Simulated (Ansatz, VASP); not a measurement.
One calculation of InAs, two programs

```xyz
2
Lattice="0.0000 2.7821 3.1450 2.7821 0.0000 3.1450 2.7821 2.7821 0.0000" Properties=species:S:1:pos:R:3 pbc="T T T"
In    0.0000    0.0000    0.0000
As    4.1731    4.1731    4.7174
```

Change from the starting cell: strain -0.080 along x and y, +0.040 along z, atoms carried along.

Alike in both runs: task single point; functional PBE; k mesh 14 × 14 × 14; occupations gaussian, width 0.15 eV; no spin polarisation.

|  | VASP | Ansatz |
| --- | --- | --- |
| version | VASP 6.6.1 | Ansatz 0.2.0 |
| potentials or method | VASP PAW PBE potentials, release 64 (In_d, As), cutoff 520 eV | scalar-relativistic, plane waves, PAW |
| valence electrons in the cell | 18 | 28 |

```tsv
	VASP	Ansatz	Ansatz less VASP
gap on the k mesh at the Fermi level (eV)	none	none	-
pressure (GPa)	14.6	14.5	-0.11
traceless stress, the component that is largest in VASP (GPa)	-3.00	-3.01	-0.011
```

A gap of «none» marks a metal or a gap that the smearing closes. VASP's potentials hold 18 valence electrons a cell and Ansatz's 28, so a difference there can come from the potentials and not from the codes.
